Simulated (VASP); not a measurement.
Write the native input for VASP 6.6.1 that does the following.

```
Task                   : single point
Functional             : PBE
Potentials or basis    : VASP PAW PBE potentials, release 64 (Ag)
Cutoff                 : 520 eV
k mesh                 : 3 × 3 × 3
Occupations            : methfessel-paxton, width 0.12 eV
Spin                   : no spin polarisation
Dipole correction      : no
Further INCAR settings : ALGO = Fast; EDIFF = 1e-06; NBANDS = 24
```

The structure of Ag lies in POSCAR:

```
Ag
1.0
    1.4730471633      0.8504641762      7.2046500000
   -1.4730471633      0.8504641762      7.2046500000
    0.0000000000     -1.7009283525      7.2046500000
Ag
3
Direct
    0.0000284148     -0.0004019856     -0.0005230723
    0.7793591203      0.7776619581      0.7774658155
    0.2206122227      0.2227397853      0.2230576025
```

One way to write it, as run:

INCAR

```
PREC     = Accurate       # precision mode
ENCUT    = 520            # plane-wave cutoff, eV
EDIFF    = 1E-6           # SCF threshold, eV
ISMEAR   = 1              # smearing method
SIGMA    = 0.12           # smearing width, eV
LREAL    = F              # projectors in reciprocal space
LASPH    = T              # aspherical terms in the spheres
NELM     = 100            # most SCF steps
ALGO     = Fast           # electronic algorithm
ISIF     = 2              # what is computed and relaxed
LWAVE    = F              # write WAVECAR
LCHARG   = F              # write CHGCAR
GGA      = PE             # functional
NBANDS   = 24             # bands
```

KPOINTS

```
Automatic mesh
0
Gamma
  3 3 3
```

Potentials or basis: VASP PAW PBE potentials, release 64 (Ag).

Run with:

```console
$ cat potpaw_PBE.64/Ag/POTCAR > POTCAR
$ mpirun -np 1 vasp_std > vasp.out
```

It gave:

```json
{
  "Pressure": "-3.7 GPa",
  "Largest force": "0.054 eV/Å"
}
```

Caveat: the k points lie up to 0.83 Å⁻¹ apart.

Wall time 90 s on 1 thread of Intel(R) Xeon(R) Platinum 8488C (Sapphire Rapids), with other jobs on the host, peak memory 0.39 GiB.
